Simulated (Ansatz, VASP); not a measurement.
# Two plane-wave programs on Si4Ru

Contents of INCAR:

```
PREC = Accurate
ENCUT = 500
EDIFF = 1E-6
ISMEAR = 0
SIGMA = 0.1
LREAL = False
LASPH = True
NELM = 120
ALGO = Normal
ISIF = 2
LWAVE = False
LCHARG = False
GGA = PE
NBANDS = 23
GGA_COMPAT = False
```

File KPOINTS:

```
regular mesh
0
Gamma
  4 4 4
```

File POSCAR:

```
Si4Ru
1.0
    3.9083085509      0.0000000000      0.0000000000
    0.0000000000      3.9083085509      0.0000000000
    0.0000000000      0.0000000000      5.2173340644
Si Ru
4 1
Direct
    0.5000000000      0.0000000000      0.7233987057
    0.0000000000      0.5000000000      0.2766012943
    0.5000000000      0.0000000000      0.2766012943
    0.0000000000      0.5000000000      0.7233987057
    0.0000000000      0.0000000000      0.0000000000
```

Input for Ansatz:

```yaml
crystal:
  lattice:
    - [3.9083085509, 0.0, 0.0]
    - [0.0, 3.9083085509, 0.0]
    - [0.0, 0.0, 5.2173340644]
  atoms:
    - { symbol: Si, position: [0.5, 0.0, 0.7233987057] }
    - { symbol: Si, position: [0.0, 0.5, 0.2766012943] }
    - { symbol: Si, position: [0.5, 0.0, 0.2766012943] }
    - { symbol: Si, position: [0.0, 0.5, 0.7233987057] }
    - { symbol: Ru, position: [0.0, 0.0, 0.0] }
basis:
  ecutwfc: 420
kpoints:
  mp_grid: { grid: [4, 4, 4] }
hamiltonian:
  xc: pbe
scf:
  occupations: { method: gaussian, width: 0.1 }
  lower_state_search: "off"
output:
  forces: true
  stress: true
  eigenvalues: true
```

Alike in both runs: task single point; functional PBE; k mesh 4 × 4 × 4; occupations gaussian, width 0.1 eV; no spin polarisation.

|  | VASP | Ansatz |
| --- | --- | --- |
| version | VASP 6.6.1 | Ansatz 0.2.0 |
| potentials or method | VASP PAW PBE potentials, release 64 (Si, Ru_pv), cutoff 500 eV | scalar-relativistic, plane waves, PAW |
| valence electrons in the cell | 30 | 32 |

VASP gave:

* gap on the k mesh at the Fermi level (eV): none
* pressure (GPa): 0.2
* traceless stress, the component that is largest in VASP (GPa): -0.06
* rms of the force components (eV/Å): 0.027

Task: Which values does Ansatz return?

Result: gap on the k mesh at the Fermi level (eV): none; pressure (GPa): 0.2; traceless stress, the component that is largest in VASP (GPa): -0.05; rms of the force components (eV/Å): 0.030.

Atom by atom the forces differ by 0.003 eV/Å (rms over components). A gap of «none» marks a metal or a gap that the smearing closes. The functional is the same, so the differences come from potentials, cutoffs and numerics. VASP's potentials hold 30 valence electrons a cell and Ansatz's 32, so a difference there can come from the potentials and not from the codes.

The k mesh is coarse, so the values compare programs but aren't converged.
